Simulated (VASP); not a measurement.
# CaSe (I-4m2) in VASP: settings compared

Aim: see how the results for CaSe move with the level of theory and the settings. Levels: PBE, r2SCAN, HSE06. Tasks: single point.

Program: VASP 6.6.1. These are calculated values, not measurements. Logs are shortened: lines on timing, memory, paths and dates and some standing lists are left out, and cuts for length are marked.

## Step 1: The cell of the first run

The structure is tetragonal, space group I-4m2 (No. 119). The conventional cell has a = 4.414 Å, b = 4.414 Å, c = 6.559 Å, α = 90.00°, β = 90.00°, γ = 90.00°. Ca (site symmetry -4m2) has 4 Se at 2.75 Å within 3.6 Å. Within 3.6 Å of Se (site symmetry -4m2) lie 4 Ca at 2.75 Å.

## Step 2: Single point, PBE (biaxial xy strain -4.8%)

INCAR

```
ALGO     = Normal         # electronic algorithm
EDIFF    = 1E-7           # SCF threshold, eV
ENCUT    = 520            # plane-wave cutoff, eV
GGA      = PE             # functional
ISIF     = 2              # what is computed and relaxed
ISMEAR   = -1             # smearing method
LASPH    = True           # aspherical terms in the spheres
LCHARG   = False          # write CHGCAR
LREAL    = False          # projectors in reciprocal space
LWAVE    = False          # write WAVECAR
NBANDS   = 15             # bands
NELM     = 100            # most SCF steps
PREC     = Accurate       # precision mode
SIGMA    = 0.02           # smearing width, eV
```

KPOINTS

```
k-points
0
Gamma
  6 6 6
```

POSCAR

```
CaSe
1.0
    0.0000000000      3.1214865131      3.2795613712
    3.1214865131      0.0000000000      3.2795613712
    3.1214865131      3.1214865131      0.0000000000
Ca Se
1 1
Direct
    0.0000000000      0.0000000000      0.0000000000
    0.2500000000      0.2500000000      0.2500000000
```

Potentials or basis: VASP PAW PBE potentials, release 64 (Ca_sv, Se).

Run with:

```
$ cat potpaw_PBE.64/Ca_sv/POTCAR potpaw_PBE.64/Se/POTCAR > POTCAR
$ mpirun -np 1 vasp_std > vasp.out
```

OUTCAR:

```text
EDIFF = 1E-7
   ENCUT = 520
   GGA = PE
   ISIF = 2
   ISMEAR = -1
   LASPH = True
   LREAL = False
   NELM = 100
   PREC = Accurate

 ion  position               nearest neighbor table
   1  0.000  0.000  0.000-   2 2.75   2 2.75   2 2.75   2 2.75
   2  0.250  0.250  0.250-   1 2.75   1 2.75   1 2.75   1 2.75

  LATTYP: Found a body centered tetragonal cell.
 ALAT       =     4.4144485616
 C/A-ratio  =     1.4858305972

  Lattice vectors:

 A1 = (  -3.1214865131,   0.0000000000,   3.2795613712)
 A2 = (   3.1214865131,   0.0000000000,   3.2795613712)
 A3 = (   0.0000000000,   3.1214865131,  -3.2795613712)

Analysis of symmetry for initial positions (statically):
=====================================================================
 Subroutine PRICEL returns:
 Original cell was already a primitive cell.

 Routine SETGRP: Setting up the symmetry group for a
 body centered tetragonal supercell.

 Subroutine GETGRP returns: Found  8 space group operations
 (whereof  8 operations were pure point group operations)
 out of a pool of 16 trial point group operations.

The static configuration has the point symmetry D_2d.

Analysis of symmetry for dynamics (positions and initial velocities):
=====================================================================
 Subroutine PRICEL returns:
 Original cell was already a primitive cell.

 Routine SETGRP: Setting up the symmetry group for a
 body centered tetragonal supercell.

 Subroutine GETGRP returns: Found  8 space group operations
 (whereof  8 operations were pure point group operations)
 out of a pool of 16 trial point group operations.

The dynamic configuration has the point symmetry D_2d.

 Subroutine INISYM returns: Found  8 space group operations
 (whereof  8 operations are pure point group operations),
 and found     1 'primitive' translations

----------------------------------------------------------------------------------------

                                     Primitive cell

  volume of cell :      63.9100

  direct lattice vectors                    reciprocal lattice vectors
     0.000000000  3.121486513  3.279561371    -0.160180093  0.160180093  0.152459413
     3.121486513  0.000000000  3.279561371     0.160180093 -0.160180093  0.152459413
     3.121486513  3.121486513  0.000000000     0.160180093  0.160180093 -0.152459413

  length of vectors
     4.527604316  4.527604316  4.414448562     0.273055300  0.273055300  0.273055300

  position of ions in fractional coordinates (direct lattice)
[... 89 lines left out ...]
   PSTRESS=    0.0 pullay stress
   NELECT =      16.0000    total number of electrons
   NUPDOWN=      -1.0000    fix difference up-down
   EMIN   =  10.00;   EMAX   =-10.00  energy-range for DOS
   EFERMI =   0.00;   METHOD = LEGACY
   ISMEAR =    -1;   SIGMA  =   0.02  broadening in eV -4-tet -1-fermi 0-gaus
   EFERMI_NEDOS =   21; number of points for ismear=-14 and -15
   IALGO  =     38    algorithm
   IMIX   =      4    mixing-type and parameters
     AMIX     =   0.40;   BMIX     =  1.00
     AMIX_MAG =   1.60;   BMIX_MAG =  1.00
  volume/ion in A,a.u.               =      31.95       215.64
  Fermi-wavevector in a.u.,A,eV,Ry     =   1.031791  1.949803 14.484676  1.064594
  Thomas-Fermi vector in A             =   2.165957
   LORBIT       =      0    0 simple, 1 ext, 2 COOP (PROOUT), +10 PAW based schemes
   GGA     = PE    functional components
   LHFCALC =     F    Hartree Fock is set to
   AEXX    =    0.0000 exact exchange contribution
   IVDW    =     0    specifies the selected vdW correction
   LEPSILON=     F    determine dielectric tensor
   LRPA    =     F    only Hartree local field effects (RPA)
 non-spin polarized calculation
  energy-cutoff  :      520.00
  volume of cell :       63.91
 maximum number of plane-waves:      1745
 NGX is ok and might be reduce to    36
   NGX = 17   NGY = 17   NGZ = 17

 number of electron      15.9999998 magnetization

 Free energy of the ion-electron system (eV)
  ---------------------------------------------------
  ext. energy  EPLUGINS =         0.00000000
  ---------------------------------------------------
  free energy    TOTEN  =        -8.86453098 eV

  energy without entropy =       -8.86453098  energy(sigma->0) =       -8.86453098

 E-fermi :   0.7183     XC(G=0):  -8.0014

 val. band max:        0.2128044012   @ k =  -0.3333   0.3333   0.0000
 cond. band min:       3.6047749339   @ k =   0.5000   0.5000   0.0000
 fundamental gap:      3.3919705327
 Fermi energy:         0.7183256434

 k-point     1 :       0.0000    0.0000    0.0000
  band No.  band energies     occupation
      1     -38.5474      2.00000
      2     -19.5941      2.00000
      3     -19.5941      2.00000
      4     -19.5837      2.00000
      5     -10.3430      2.00000
      6      -0.0688      2.00000
      7      -0.0010      2.00000
      8      -0.0010      2.00000
      9       3.6186      0.00000
     10       5.5642      0.00000
     11       5.8519      0.00000
     12       7.8416      0.00000
     13       8.1004      0.00000
     14       8.1004      0.00000
[... 401 lines left out ...]
      2     -19.6648      2.00000
      3     -19.6195      2.00000
      4     -19.6030      2.00000
      5      -9.9111      2.00000
      6      -1.0955      2.00000
      7      -0.1534      2.00000
      8       0.0584      2.00000
      9       3.9499      0.00000
     10       5.4241      0.00000
     11       6.2182      0.00000
     12       6.8432      0.00000
     13       7.0464      0.00000
     14       8.4899      0.00000
     15       9.8578      0.00000

 [... further k-points ...]

------------------------ aborting loop because EDIFF is reached ----------------------------------------

  FORCE on cell =-STRESS in cart. coord.  units (eV):
  Direction    XX          YY          ZZ          XY          YZ          ZX
  --------------------------------------------------------------------------------------
  -------------------------------------------------------------------------------------
  Total        1.8530743      1.8530743      1.8629229      0.0000000      0.0000000      0.0000000
  in kB       46.4552430     46.4552430     46.7021395      0.0000000      0.0000000      0.0000000
  external PRESSURE =      46.5375418 kB  Pullay stress =       0.0000000 kB

 VOLUME and BASIS-vectors are now :
 -----------------------------------------------------------------------------
  energy-cutoff  :      520.00
  volume of cell :       63.91
      direct lattice vectors                 reciprocal lattice vectors
     0.000000000  3.121486513  3.279561371    -0.160180093  0.160180093  0.152459413
     3.121486513  0.000000000  3.279561371     0.160180093 -0.160180093  0.152459413
     3.121486513  3.121486513  0.000000000     0.160180093  0.160180093 -0.152459413

 POSITION                                       TOTAL-FORCE (eV/Angst)
 -----------------------------------------------------------------------------------
      0.00000      0.00000      0.00000        -0.000000     -0.000000     -0.000000
      1.56074      1.56074      1.63978         0.000000      0.000000      0.000000
 -----------------------------------------------------------------------------------
    total drift:                               -0.000000     -0.000000      0.000000

  FREE ENERGIE OF THE ION-ELECTRON SYSTEM (eV)
  ---------------------------------------------------
  free  energy   TOTEN  =        -8.8645309824 eV

  energy  without entropy=       -8.8645309824  energy(sigma->0) =       -8.86453098
```

OSZICAR:

```text
N       E                     dE             d eps       ncg     rms          rms(c)
DAV:   1     0.114116089028E+03    0.11412E+03   -0.72149E+03   900   0.952E+02
DAV:   2    -0.379179707158E+01   -0.11791E+03   -0.11148E+03  1110   0.240E+02
DAV:   3    -0.895972752640E+01   -0.51679E+01   -0.51250E+01  1246   0.484E+01
DAV:   4    -0.929439307692E+01   -0.33467E+00   -0.33443E+00  1331   0.952E+00
DAV:   5    -0.929731037952E+01   -0.29173E-02   -0.29172E-02  1210   0.106E+00    0.432E+00
DAV:   6    -0.890618829399E+01    0.39112E+00   -0.46654E-01  1040   0.308E+00    0.255E+00
DAV:   7    -0.885269783066E+01    0.53490E-01   -0.22050E-01  1208   0.257E+00    0.103E+00
DAV:   8    -0.886340414878E+01   -0.10706E-01   -0.25077E-02  1096   0.124E+00    0.176E-01
DAV:   9    -0.886374696722E+01   -0.34282E-03   -0.18272E-03  1180   0.407E-01    0.921E-02
DAV:  10    -0.886442255713E+01   -0.67559E-03   -0.60630E-04  1054   0.142E-01    0.363E-02
DAV:  11    -0.886453030625E+01   -0.10775E-03   -0.18573E-04  1145   0.829E-02    0.108E-02
DAV:  12    -0.886452884570E+01    0.14606E-05   -0.96379E-06  1145   0.196E-02    0.295E-03
DAV:  13    -0.886453102640E+01   -0.21807E-05   -0.49233E-06  1089   0.108E-02    0.267E-03
DAV:  14    -0.886453098238E+01    0.44020E-07   -0.14525E-07  1125   0.201E-03
   1 F= -.88645310E+01 E0= -.88645310E+01  d E =-.684010E-12
```

It took 30 s on 1 thread of Intel Xeon Platinum 8488C (Sapphire Rapids), shared host; peak memory 0.21 GiB.

What came out:

* Free energy: -8.8645 eV
* Pressure: 4.7 GPa
* Band gap on the k mesh: 3.39 eV, indirect (least direct gap 3.40 eV)

Caveat: the cell differs from its parent crystal (biaxial xy strain -4.8%). A k mesh can miss the band edges.

(Part 1 of 2 ends here.)
